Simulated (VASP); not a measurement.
The system is Ru.

```
Ru
1.0
     2.70580    0.00000    0.00000
    -1.35290    2.34329    0.00000
     0.00000    0.00000    4.28190
Ru
2
Direct
  0.33333 0.66667 0.25000
  0.66667 0.33333 0.75000
```

- Program: VASP 6.6.1
- Task: relaxation of cell and atoms
- Functional: PBEsol
- Potentials or basis: VASP PAW PBE potentials, release 64 (Ru_pv)
- Cutoff: 600 eV
- k mesh: 10 × 10 × 6
- Occupations: fermi-dirac, width 0.05 eV
- Spin: no spin polarisation

At the start: pressure -6.3 GPa; volume 13.57 Å³/atom.

Question: Where does the relaxation end?

Answer: Over 6 steps the energy falls by 6.2 meV/atom and the volume is 13.33 Å³/atom (-1.8 %); space group P6_3/mmc (No. 194, to 0.05 Å).

Step by step:
```csv
step,energy change (eV),largest force (eV/Å),pressure (GPa),volume (Å³)
1,0.0000,0.0000,-6.26,27.15
2,0.1024,0.0000,24.31,25.11
3,-0.0119,0.0000,0.15,26.64
4,-0.0119,0.0000,0.36,26.62
5,-0.0121,0.0000,-0.24,26.68
6,-0.0124,0.0000,0.00,26.65
```

Final structure:
```yaml
crystal:
  lattice:
    - [2.69750, 0.00000, 0.00000]
    - [-1.34875, 2.33611, 0.00000]
    - [0.00000, 0.00000, 4.22973]
  atoms:
    - { symbol: Ru, position: [0.33333, 0.66667, 0.25000] }
    - { symbol: Ru, position: [0.66667, 0.33333, 0.75000] }
```

Caveat: the PAW data sets were made with another functional, which shifts forces and pressure a little.
